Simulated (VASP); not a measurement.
Input of a VASP 6.6.1 run:

File INCAR:

```
PREC     = Accurate       # precision mode
ENCUT    = 520            # plane-wave cutoff, eV
EDIFF    = 1E-6           # SCF threshold, eV
ISMEAR   = 0              # smearing method
SIGMA    = 0.05           # smearing width, eV
LREAL    = F              # projectors in reciprocal space
LASPH    = T              # aspherical terms in the spheres
NELM     = 150            # most SCF steps
ALGO     = Normal         # electronic algorithm
ISIF     = 2              # what is computed and relaxed
LWAVE    = F              # write WAVECAR
LCHARG   = T              # write CHGCAR
ISPIN    = 2              # spin polarisation
MAGMOM   = 0.3 0 0        # initial moments
LORBIT   = 11             # projections on sites
LMAXMIX  = 4              # l up to which the mixer works
GGA      = PS             # functional
LELF     = T              # ELF
LVHAR    = T            
NBANDS   = 24             # bands
```

Contents of KPOINTS:

```
regular mesh
0
Gamma
  10 10 6
```

POSCAR

```
RuS2
1.0
    3.3326322387      0.0000000000      0.0000000000
   -1.6663161194      2.8861441802      0.0000000000
    0.0000000000      0.0000000000      4.7998974882
Ru S
1 2
Direct
    0.0000000000      0.0000000000      0.0000000000
    0.3333333333      0.6666666667      0.2779207938
    0.6666666667      0.3333333333      0.7220792062
```

Potentials or basis: VASP PAW PBE potentials, release 64 (Ru_pv, S).

Command:

```console
$ cat potpaw_PBE.64/Ru_pv/POTCAR potpaw_PBE.64/S/POTCAR > POTCAR
$ mpirun -np 1 vasp_std > vasp.out
```

(1) What does it give for the net moment?

(2) Predict the largest force.

(3) Estimate the pressure.

## Answers

(1) 0.36 μB per cell.

(2) 0.018 eV/Å.

(3) 3.0 GPa.

Caveat: the cell stands under pressure; a moment this small can come from the mesh or the smearing; the PAW data sets were made with another functional, which shifts forces and pressure a little.
